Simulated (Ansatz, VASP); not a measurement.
**BN: VASP beside Ansatz**

```
B N
1.0
     2.27557   -0.02432   -0.12042
    -1.15884    1.98023    0.05725
    -0.33097   -0.00940    6.47740
B N
2 2
Direct
  0.30329 0.63352 0.22918
  0.66572 0.31797 0.77860
  0.33292 0.63017 0.74751
  0.69807 0.41833 0.24471
```

Change from the starting cell: all atoms moved at random (sigma 0.1 Å a component), cell strained at random (sigma 0.05).

Alike in both runs: task single point; functional r2SCAN; k mesh 12 × 12 × 4; occupations gaussian, width 0.05 eV; no spin polarisation.

|  | VASP | Ansatz |
| --- | --- | --- |
| version | VASP 6.6.1 | Ansatz 0.2.0 |
| potentials or method | VASP PAW PBE potentials, release 64 (B, N), cutoff 520 eV | scalar-relativistic, plane waves, PAW |
| valence electrons in the cell | 16 | 16 |

|  | VASP | Ansatz | Ansatz less VASP |
| --- | --- | --- | --- |
| gap on the k mesh at the Fermi level (eV) | 1.73 | 1.70 | -0.023 |
| least direct gap on the mesh (eV) | 2.56 | 2.58 | +0.029 |
| pressure (GPa) | 119.7 | 119.0 | -0.70 |
| traceless stress, the component that is largest in VASP (GPa) | -119.23 | -117.98 | +1.249 |
| rms of the force components (eV/Å) | 5.086 | 5.133 | +0.0470 |

VASP's potentials were made for PBE, not for r2SCAN. Atom by atom the forces differ by 0.049 eV/Å (rms over components). Both programs put the cell under a high pressure, so it lies far from rest at this level. With one functional, cell and mesh, what is left measures potentials, basis and numerics.

Noted on VASP's run: the cell as given lies far from equilibrium.
